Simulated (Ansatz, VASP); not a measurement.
# Al: VASP beside Ansatz

Contents of INCAR:

```
SYSTEM = Al
ALGO = Normal
EDIFF = 1E-6
EDIFFG = -0.005
ENCUT = 600
GGA = PE
IBRION = 2
ISIF = 3
ISMEAR = 1
LASPH = .TRUE.
LCHARG = .FALSE.
LREAL = .FALSE.
LWAVE = .FALSE.
NELM = 80
NSW = 60
PREC = Accurate
SIGMA = 0.4
```

File KPOINTS:

```
k-points
0
G
  12 12 12
  0 0 0
```

File POSCAR:

```
Al
1.0
    0.0000000000      2.0250000000      2.0250000000
    2.0250000000      0.0000000000      2.0250000000
    2.0250000000      2.0250000000      0.0000000000
Al
1
Direct
    0.0000000000      0.0000000000      0.0000000000
```

Input for Ansatz:

```yaml
crystal:
  lattice:
    - [0.0, 2.025, 2.025]
    - [2.025, 0.0, 2.025]
    - [2.025, 2.025, 0.0]
  atoms:
    - { symbol: Al, position: [0.0, 0.0, 0.0] }
scf:
  occupations: { method: methfessel_paxton, width: 0.4 }
output:
  forces: true
  stress: true
  eigenvalues: true
hamiltonian:
  xc: pbe
kpoints:
  mp_grid: { grid: [12, 12, 12] }
relax:
  f_tol: 0.005
  max_steps: 40
  cell: { stress_tol: 0.02 }
```

Alike in both runs: task relaxation of cell and atoms; functional PBE; k mesh 12 × 12 × 12; occupations methfessel-paxton of order 1, width 0.4 eV; no spin polarisation.

```csv
,VASP,Ansatz
version,VASP 6.6.1,Ansatz 0.2.0
potentials or method,"VASP PAW PBE potentials, release 64 (Al)","scalar-relativistic, plane waves, PAW"
plane-wave cutoff (eV),600,420
valence electrons in the cell,3,3
```

|  | VASP | Ansatz | Ansatz less VASP |
| --- | --- | --- | --- |
| gap on the k mesh at the Fermi level, each at its own relaxed structure (eV) | none | none | - |
| relaxed volume (Å³/atom) | 16.50 | 16.51 | +0.009 |
| relaxed cell length with the largest relative difference (Å) | 2.858 | 2.858 | +0.0005 |

A gap of «none» marks a metal or a gap that the smearing closes.
